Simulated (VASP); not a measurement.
# W (Im-3m) in VASP: further runs

The runs below take W through relaxation of cell and atoms, with revPBE.

All numbers are computed with VASP 6.6.1; they aren't measurements. Logs are shortened: lines on timing, memory, paths and dates and some standing lists are left out, and cuts for length are marked.

## (1) The cell of the first run

It takes space group Im-3m (No. 229, cubic). The conventional cell has a = 3.160 Å, b = 3.160 Å, c = 3.160 Å, α = 90.00°, β = 90.00°, γ = 90.00°. W (site symmetry m-3m) has 14 W at 2.74 to 3.16 Å within 3.6 Å.

## (2) Relaxation of cell and atoms, revPBE

File INCAR:

```
PREC = Accurate ; ENCUT = 500
EDIFF = 1E-7 ; ISMEAR = -1
SIGMA = 0.05 ; LREAL = F
LASPH = T ; NELM = 120
ALGO = Normal ; ISIF = 3
LWAVE = F ; LCHARG = F
GGA = RE ; IBRION = 2
NSW = 80 ; EDIFFG = -0.03
GGA_COMPAT = F ; NELMIN = 4
```

File KPOINTS:

```
regular mesh
0
Gamma
  10 10 10
```

File POSCAR:

```
W
1.0
   -1.5800000000      1.5800000000      1.5800000000
    1.5800000000     -1.5800000000      1.5800000000
    1.5800000000      1.5800000000     -1.5800000000
W
1
Direct
    0.0000000000      0.0000000000      0.0000000000
```

Potentials or basis: VASP PAW PBE potentials, release 64 (W_sv).

On the command line:

```bash
$ cat potpaw_PBE.64/W_sv/POTCAR > POTCAR
$ mpirun -np 1 vasp_std > vasp.out
```

OUTCAR:

```text
PREC = Accurate
   ENCUT = 500
   EDIFF = 1E-7
   ISMEAR = -1
   LREAL = F
   LASPH = T
   NELM = 120
   ISIF = 3
   GGA = RE
   IBRION = 2
   NSW = 80
   EDIFFG = -0.03
   NELMIN = 4

 ion  position               nearest neighbor table
   1  0.000  0.000  0.000-

  LATTYP: Found a body centered cubic cell.
 ALAT       =     3.1600000000

  Lattice vectors:

 A1 = (  -1.5800000000,   1.5800000000,   1.5800000000)
 A2 = (   1.5800000000,  -1.5800000000,   1.5800000000)
 A3 = (   1.5800000000,   1.5800000000,  -1.5800000000)

Analysis of symmetry for initial positions (statically):
=====================================================================
 Subroutine PRICEL returns:
 Original cell was already a primitive cell.

 Routine SETGRP: Setting up the symmetry group for a
 body centered cubic supercell.

 Subroutine GETGRP returns: Found 48 space group operations
 (whereof 48 operations were pure point group operations)
 out of a pool of 48 trial point group operations.

The static configuration has the point symmetry O_h .

Analysis of symmetry for dynamics (positions and initial velocities):
=====================================================================
 Subroutine PRICEL returns:
 Original cell was already a primitive cell.

 Routine SETGRP: Setting up the symmetry group for a
 body centered cubic supercell.

 Subroutine GETGRP returns: Found 48 space group operations
 (whereof 48 operations were pure point group operations)
 out of a pool of 48 trial point group operations.

The dynamic configuration has the point symmetry O_h .

 Subroutine INISYM returns: Found 48 space group operations
 (whereof 48 operations are pure point group operations),
 and found     1 'primitive' translations

----------------------------------------------------------------------------------------

                                     Primitive cell

  volume of cell :      15.7772

  direct lattice vectors                    reciprocal lattice vectors
    -1.580000000  1.580000000  1.580000000     0.000000000  0.316455696  0.316455696
     1.580000000 -1.580000000  1.580000000     0.316455696  0.000000000  0.316455696
     1.580000000  1.580000000 -1.580000000     0.316455696  0.316455696  0.000000000

  length of vectors
     2.736640276  2.736640276  2.736640276     0.447535937  0.447535937  0.447535937

  position of ions in fractional coordinates (direct lattice)
     0.000000000  0.000000000  0.000000000

  ion indices of the primitive-cell ions
   primitive index   ion index
                 1           1

[... 83 lines left out ...]
   NUPDOWN=      -1.0000    fix difference up-down
   EMIN   =  10.00;   EMAX   =-10.00  energy-range for DOS
   EFERMI =   0.00;   METHOD = LEGACY
   ISMEAR =    -1;   SIGMA  =   0.05  broadening in eV -4-tet -1-fermi 0-gaus
   EFERMI_NEDOS =   21; number of points for ismear=-14 and -15
   IALGO  =     38    algorithm
   IMIX   =      4    mixing-type and parameters
     AMIX     =   0.40;   BMIX     =  1.00
     AMIX_MAG =   1.60;   BMIX_MAG =  1.00
  volume/ion in A,a.u.               =      15.78       106.47
  Fermi-wavevector in a.u.,A,eV,Ry     =   1.573163  2.972847 33.672273  2.474842
  Thomas-Fermi vector in A             =   2.674489
   LORBIT       =      0    0 simple, 1 ext, 2 COOP (PROOUT), +10 PAW based schemes
   GGA     = RE    functional components
   LHFCALC =     F    Hartree Fock is set to
   AEXX    =    0.0000 exact exchange contribution
   IVDW    =     0    specifies the selected vdW correction
   LEPSILON=     F    determine dielectric tensor
   LRPA    =     F    only Hartree local field effects (RPA)
 conjugate gradient relaxation of ions
 non-spin polarized calculation
  energy-cutoff  :      500.00
  volume of cell :       15.78
 maximum number of plane-waves:       418
   NGX =  9   NGY =  9   NGZ =  9

--------------------------------------- Ionic step        1  -------------------------------------------

 number of electron      14.0000004 magnetization

 Free energy of the ion-electron system (eV)
  ---------------------------------------------------
  ext. energy  EPLUGINS =         0.00000000
  ---------------------------------------------------
  free energy    TOTEN  =       -12.49205060 eV

  energy without entropy =      -12.48772823  energy(sigma->0) =      -12.48988941

------------------------ aborting loop because EDIFF is reached ----------------------------------------

  FORCE on cell =-STRESS in cart. coord.  units (eV):
  Direction    XX          YY          ZZ          XY          YZ          ZX
  --------------------------------------------------------------------------------------
  -------------------------------------------------------------------------------------
  Total        1.0494576      1.0494576      1.0494576      0.0000000      0.0000000      0.0000000
  in kB      106.5722732    106.5722732    106.5722732      0.0000000      0.0000000      0.0000000
  external PRESSURE =     106.5722732 kB  Pullay stress =       0.0000000 kB
[... 22 lines left out ...]
--------------------------------------- Ionic step        2  -------------------------------------------

 number of electron      14.0000005 magnetization

 E-fermi :   9.6855     XC(G=0): -12.8054

 val. band max:        9.6475051124   @ k =  -0.2000   0.3000   0.1000
 cond. band min:       9.7160667604   @ k =   0.1000   0.1000   0.0000
 fundamental gap:      0.0685616479
 Fermi energy:         9.6855415973

 k-point     1 :       0.0000    0.0000    0.0000
  band No.  band energies     occupation
      1     -64.8808      2.00000
      2     -28.6046      2.00000
      3     -28.6046      2.00000
      4     -28.6046      2.00000
      5       0.7133      2.00000
      6       8.5231      2.00000
      7       8.5231      2.00000
      8       8.5231      2.00000
      9      11.4763      0.00000
     10      11.4763      0.00000
     11      23.6853      0.00000
[... 391 lines left out ...]
--------------------------------------- Ionic step        4  -------------------------------------------

 number of electron      13.9999998 magnetization

 Free energy of the ion-electron system (eV)
  ---------------------------------------------------
  ext. energy  EPLUGINS =         0.00000000
  ---------------------------------------------------
  free energy    TOTEN  =       -12.50913431 eV

  energy without entropy =      -12.50444374  energy(sigma->0) =      -12.50678903

 E-fermi :  11.2471     XC(G=0): -13.4443

 val. band max:       11.1650237834   @ k =   0.5000   0.5000   0.2000
 cond. band min:      11.3110893860   @ k =   0.1000   0.1000   0.0000
 fundamental gap:      0.1460656026
 Fermi energy:        11.2470643124

 k-point     1 :       0.0000    0.0000    0.0000
  band No.  band energies     occupation
      1     -63.1567      2.00000
      2     -26.7555      2.00000
      3     -26.7555      2.00000
      4     -26.7555      2.00000
      5       1.6180      2.00000
      6       9.9131      2.00000
      7       9.9131      2.00000
      8       9.9131      2.00000
      9      13.3017      0.00000
     10      13.3017      0.00000
     11      25.5280      0.00000
[... 350 lines left out ...]
  FREE ENERGIE OF THE ION-ELECTRON SYSTEM (eV)
  ---------------------------------------------------
  free  energy   TOTEN  =       -12.5091343149 eV

  energy  without entropy=      -12.5044437425  energy(sigma->0) =      -12.50678903

 reached required accuracy - stopping structural energy minimisation
```

CONTCAR:

```text
W
   1.00000000000000
    -1.5975356766736459    1.5975356766736459    1.5975356766736459
     1.5975356766736459   -1.5975356766736459    1.5975356766736459
     1.5975356766736459    1.5975356766736459   -1.5975356766736459
  W
     1
Direct
     0.0000000000000000    0.0000000000000000    0.0000000000000000

  0.00000000E+00  0.00000000E+00  0.00000000E+00
```

It took 12 s on 1 thread of AMD EPYC 9R45 (Zen 5), shared host; peak memory 0.1 GiB.

Results:

| Item | Value |
| --- | --- |
| Free energy | -12.5091 eV |
| Relaxed volume | 16.31 Å³/atom |
| Relaxed cell | a = 2.767 Å, b = 2.767 Å, c = 2.767 Å, α = 109.47°, β = 109.47°, γ = 109.47° |
| Space group after relaxing (to 0.1 Å) | Im-3m (No. 229) |
| Energy gained by relaxing | 17.1 meV/atom |
| Ionic steps | 4 |
| Pressure after relaxing | 0.0 GPa |
| Band gap on the k mesh | zero (bands 7 and 8 overlap by 6.14 eV) |

The path:
| step | energy change (eV) | largest force (eV/Å) | pressure (GPa) | volume (Å³) |
| --- | --- | --- | --- | --- |
| 1 | 0.0000 | 0.0000 | 10.66 | 15.78 |
| 2 | 0.1680 | 0.0000 | -26.85 | 18.30 |
| 3 | -0.0170 | 0.0000 | -0.50 | 16.33 |
| 4 | -0.0171 | 0.0000 | -0.03 | 16.31 |

Final structure:
```
W
1.0
    -1.59754    1.59754    1.59754
     1.59754   -1.59754    1.59754
     1.59754    1.59754   -1.59754
W
1
Direct
  0.00000 0.00000 0.00000
```

Levels at points of the mesh, in eV from the Fermi level:
| k point | band 4 | band 5 | band 6 | band 7 | band 8 | band 9 | band 10 | band 11 |
| --- | --- | --- | --- | --- | --- | --- | --- | --- |
| (0.00, 0.00, 0.00) | -38.00 | -9.63 | -1.33 | -1.33 | -1.33 | 2.05 | 2.05 | 14.28 |
| (0.50, 0.00, 0.00) | -38.01 | -6.24 | -3.59 | 0.41 | 1.93 | 2.88 | 5.74 | 10.48 |
| (0.50, 0.50, 0.50) | -38.82 | -5.75 | -5.75 | 4.81 | 4.81 | 4.81 | 7.86 | 7.86 |

Caveat: the PAW data sets were made with another functional, which shifts forces and pressure a little; spin-orbit coupling is left out, which moves the levels of the heavy elements.

## (3) Relaxation of cell and atoms, revPBE, target pressure 5 GPa, at which the enthalpy is minimised

File INCAR:

```
PREC = Accurate
ENCUT = 500
EDIFF = 1E-7
ISMEAR = -1
SIGMA = 0.05
LREAL = False
LASPH = True
NELM = 120
ALGO = Normal
ISIF = 3
LWAVE = False
LCHARG = False
GGA = RE
IBRION = 2
NSW = 80
EDIFFG = -0.03
PSTRESS = 50.0
GGA_COMPAT = False
NELMIN = 4
```

File KPOINTS:

```
Automatic mesh
0
Gamma
  10 10 10
```

POSCAR is that of step 2.

Potentials or basis: VASP PAW PBE potentials, release 64 (W_sv).

On the command line:

```bash
$ cat potpaw_PBE.64/W_sv/POTCAR > POTCAR
$ mpirun -np 1 vasp_std > vasp.out
```

Run time: 9.6 s. Hardware: 1 thread of AMD EPYC 9R45 (Zen 5), shared host; peak memory 0.1 GiB.

The run converged. Its results:

```yaml
Free_energy: -12.5054 eV
Relaxed_volume: 16.05 Å³/atom
Relaxed_cell: a = 2.753 Å, b = 2.753 Å, c = 2.753 Å, α = 109.47°, β = 109.47°, γ = 109.47°
Space_group_after_relaxing_to_0.1_Å: Im-3m (No. 229)
Energy_change_on_relaxing_the_run_minimises_the_enthalpy: -13.3 meV/atom
Ionic_steps: 3
Pressure_after_relaxing: 4.9 GPa
Band_gap_on_the_k_mesh: zero (bands 7 and 8 overlap by 6.28 eV)
```

Step by step:
| step | energy change (eV) | largest force (eV/Å) | pressure (GPa) | volume (Å³) |
| --- | --- | --- | --- | --- |
| 1 | 0.0000 | 0.0000 | 10.66 | 15.78 |
| 2 | 0.0149 | 0.0000 | -12.64 | 17.08 |
| 3 | -0.0133 | 0.0000 | 4.85 | 16.05 |

Final structure:
```
CELL_PARAMETERS angstrom
-1.58921 1.58921 1.58921
1.58921 -1.58921 1.58921
1.58921 1.58921 -1.58921
ATOMIC_POSITIONS crystal
W 0.00000 0.00000 0.00000
```

Levels at points of the mesh, in eV from the Fermi level:
| k point | band 5 | band 6 | band 7 | band 8 | band 9 | band 10 |
| --- | --- | --- | --- | --- | --- | --- |
| (0.00, 0.00, 0.00) | -9.72 | -1.36 | -1.36 | -1.36 | 2.09 | 2.09 |
| (0.50, 0.00, 0.00) | -6.34 | -3.66 | 0.46 | 1.98 | 2.94 | 5.88 |
| (0.50, 0.50, 0.50) | -5.88 | -5.88 | 4.92 | 4.92 | 4.92 | 7.98 |

Caveat: the cell is relaxed towards a set pressure, so the run minimises the enthalpy, not the energy; the PAW data sets were made with another functional, which shifts forces and pressure a little; spin-orbit coupling is left out, which moves the levels of the heavy elements.

(Part 1 of 2 ends here.)
